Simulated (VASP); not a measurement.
Input of a VASP 6.6.1 run:

Contents of INCAR:

```
SYSTEM = NaF
PREC = Accurate
ENCUT = 520
EDIFF = 1E-6
ISMEAR = 0
SIGMA = 0.05
LREAL = .False.
LASPH = .True.
NELM = 80
ALGO = Normal
ISIF = 2
LWAVE = .False.
LCHARG = .False.
GGA = PS
NBANDS = 14
```

Contents of KPOINTS:

```
Automatic mesh
0
Gamma
  8 8 8
  0 0 0
```

POSCAR

```
NaF
1.0
    0.0000000000      2.4394650000      2.4394650000
    2.4394650000      0.0000000000      2.4394650000
    2.4394650000      2.4394650000      0.0000000000
Na F
1 1
Direct
    0.0000000000      0.0000000000      0.0000000000
    0.5000000000      0.5000000000      0.5000000000
```

Potentials or basis: VASP PAW PBE potentials, release 64 (Na_pv, F).

The run is started by

```sh
$ cat potpaw_PBE.64/Na_pv/POTCAR potpaw_PBE.64/F/POTCAR > POTCAR
$ mpirun -np 1 vasp_std > vasp.out
```

(1) Estimate the band gap on the k mesh.

(2) Predict the pressure.

Answers

(1) 5.44 eV, direct.

(2) -5.5 GPa.

Caveat: the cell differs from its parent crystal (strain +0.050 along x and y, +0.050 along z); the PAW data sets were made with another functional, which shifts forces and pressure a little.
